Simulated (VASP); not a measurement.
Set up this calculation in VASP 6.6.1, as the native input.

- Task: single point
- Functional: PBEsol
- Dispersion: D3(BJ)
- Potentials or basis: VASP PAW PBE potentials, release 64 (K_sv)
- Cutoff: 520 eV
- k mesh: 7 × 7 × 7
- Occupations: fermi-dirac, width 0.05 eV
- Spin: no spin polarisation
- Dipole correction: no
- Further INCAR settings: ALGO = Fast; EDIFF = 1e-06; NBANDS = 10

The structure of K lies in POSCAR:

```
K
1.0
   -2.5365735185      2.5365735185      2.5365735185
    2.5365735185     -2.5365735185      2.5365735185
    2.5365735185      2.5365735185     -2.5365735185
K
1
Direct
    0.0000000000      0.0000000000      0.0000000000
```

The input as run:

INCAR

```
SYSTEM = K
PREC = Accurate
ENCUT = 520
EDIFF = 1E-6
ISMEAR = -1
SIGMA = 0.05
LREAL = .FALSE.
LASPH = .TRUE.
NELM = 80
ALGO = Fast
ISIF = 2
LWAVE = .FALSE.
LCHARG = .FALSE.
GGA = PS
IVDW = 12
NBANDS = 10
```

KPOINTS

```
Automatic mesh
0
G
  7 7 7
  0 0 0
```

Potentials or basis: VASP PAW PBE potentials, release 64 (K_sv).

The run is started by

```console
$ cat potpaw_PBE.64/K_sv/POTCAR > POTCAR
$ mpirun -np 1 vasp_std > vasp.out
```

Results of the run:

```yaml
Pressure: 0.0 GPa
Dispersion_energy_per_atom: -0.139 eV
```

Caveat: the PAW data sets were made with another functional, which shifts forces and pressure a little; pairwise dispersion overbinds metals, which lowers pressure and volume.

It took 17 s on 1 thread of AMD EPYC 7R13 Processor (Zen 3), with other jobs on the host, peak memory 0.17 GiB.
